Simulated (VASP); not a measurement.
NiO:

```
Ni O
1.0
     0.00000    2.09131    2.09131
     2.09131    0.00000    2.09131
     4.18262    4.18262    0.00000
Ni O
2 2
Direct
  0.00000 0.00000 0.00000
  0.00000 0.00000 0.50000
  0.50000 0.50000 0.25000
  0.50000 0.50000 0.75000
```

Base run:

* Program: VASP 6.6.1
* Functional: LDA
* Potentials or basis: VASP PAW LDA potentials, release 64 (Ni, O)
* Cutoff: 520 eV
* k mesh: 12 × 12 × 6
* Occupations: gaussian, width 0.05 eV
* Spin: collinear spin, antiferromagnetic start
* Starting moments: [2.0, -2.0, 0.0, 0.0] μB
* Hubbard terms: Ni d U = 4.2 eV

Its results: band gap on the k mesh 2.28 eV; pressure -18.4 GPa; net moment 0.00 μB per cell; site moments Ni +1.58, -1.58; O +0.00 μB.

Question: The run is repeated on the same cell with these changes: k mesh from 12 × 12 × 6 to 6 × 6 × 6. What comes out?

Answer: Band gap on the k mesh 2.33 eV; pressure -18.4 GPa; net moment 0.00 μB per cell; site moments Ni +1.58, -1.58; O +0.00 μB.

Caveats: some runs use coarse meshes.

A k mesh can miss the band edges.
